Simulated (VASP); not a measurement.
Runs of VASP 6.6.1 on Fe. The structure is that of space group Im-3m (No. 229), or close to it. The cells are those of the table. 

```csv
cell,smearing,gap on the mesh (eV),pressure (GPa),moment (μB)
"a = 2.499 Å, angles 109.5°, 1 atom",gaussian 0.05 eV,none,(b),(a)
"a = 2.445 Å, angles 109.5°, 1 atom",gaussian 0.05 eV,none,1.3,2.17
"a = 2.452 Å, angles 109.5°, 1 atom",fermi-dirac 0.05 eV,none,-0.4,2.18
"a = 2.452 Å, angles 109.5°, 1 atom",gaussian 0.05 eV,none,-0.6,2.18
```

Alike in all rows: task single point; level PBE; potentials or basis VASP PAW PBE potentials, release 64 (Fe); spin collinear, ferromagnetic start; k mesh 22 × 22 × 22; cutoff (eV) 520.

**Question.** Estimate the missing entries.

**Answer.** (a) 2.30; (b) -9.3.

A gap of «none» marks levels without a gap at the run's occupations.
